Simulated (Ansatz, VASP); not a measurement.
## NbCrC3: VASP beside Ansatz

```xyz
5
Lattice="3.7233 0.0000 0.0000 0.0000 3.7233 0.0000 0.0000 0.0000 3.7233" Properties=species:S:1:pos:R:3 pbc="T T T"
Nb    0.0000    0.0000    0.0000
Cr    1.8616    1.8616    1.8616
C     0.0000    1.8616    1.8616
C     1.8616    0.0000    1.8616
C     1.8616    1.8616    0.0000
```

Change from the starting cell: species swapped into the CdCo3N type (Pm-3m, No. 221).

Alike in both runs: functional PBE; k mesh 10 × 10 × 10; occupations gaussian, width 0.1 eV; no spin polarisation.

Ansatz relaxed the structure, and its values are those at the end. VASP's run is a single point on that final structure, the one shown.

|  | VASP | Ansatz |
| --- | --- | --- |
| version | VASP 6.6.1 | Ansatz 0.2.0 |
| potentials or method | VASP PAW PBE potentials, release 64 (Nb_sv, Cr_pv, C), cutoff 520 eV | scalar-relativistic, plane waves, PAW |
| valence electrons in the cell | 37 | 39 |

VASP gave:

```
gap on the k mesh at the Fermi level (eV) : none
pressure (GPa)                            : -0.2
```

Q: Estimate Ansatz's values.

A: gap on the k mesh at the Fermi level (eV): none; pressure (GPa): 0.0.

A gap of «none» marks a metal or a gap that the smearing closes. VASP's potentials hold 37 valence electrons a cell and Ansatz's 39, so a difference there can come from the potentials and not from the codes.
